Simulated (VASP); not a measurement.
Write the native input for VASP 6.6.1 that does the following.

| Property | Result |
| --- | --- |
| Task | single point |
| Functional | LDA |
| Potentials or basis | VASP PAW LDA potentials, release 64 (Ga_d, P) |
| Cutoff | 520 eV |
| k mesh | 6 × 6 × 6 |
| Occupations | gaussian, width 0.01 eV |
| Spin | no spin polarisation |
| Dipole correction | no |
| Further INCAR settings | ALGO = Normal; EDIFF = 1e-06; NBANDS = 16 |

The structure of GaP lies in POSCAR:

```
GaP
1.0
    0.0000000000      2.7069591804      2.7069591804
    2.7069591804      0.0000000000      2.7069591804
    2.7069591804      2.7069591804      0.0000000000
Ga P
1 1
Direct
    0.0000000000      0.0000000000      0.0000000000
    0.2500000000      0.2500000000      0.2500000000
```

One way to write it, as run:

INCAR

```
SYSTEM = GaP
  PREC = Accurate
  ENCUT = 520
  EDIFF = 1E-6
  ISMEAR = 0
  SIGMA = 0.01
  LREAL = .FALSE.
  LASPH = .TRUE.
  NELM = 80
  ALGO = Normal
  ISIF = 2
  LWAVE = .FALSE.
  LCHARG = .FALSE.
  NBANDS = 16
```

KPOINTS

```
Automatic mesh
0
G
  6 6 6
  0 0 0
```

Potentials or basis: VASP PAW LDA potentials, release 64 (Ga_d, P).

Command:

```console
$ cat potpaw_LDA.64/Ga_d/POTCAR potpaw_LDA.64/P/POTCAR > POTCAR
$ mpirun -np 1 vasp_std > vasp.out
```

It gave:

```yaml
Pressure: -1.0 GPa
Band_gap_on_the_k_mesh: 1.45 eV, indirect (least direct gap 1.80 eV)
```

Wall time 8.9 s on 1 thread of Intel(R) Xeon(R) Platinum 8488C (Sapphire Rapids), with other jobs on the host, peak memory 0.13 GiB.
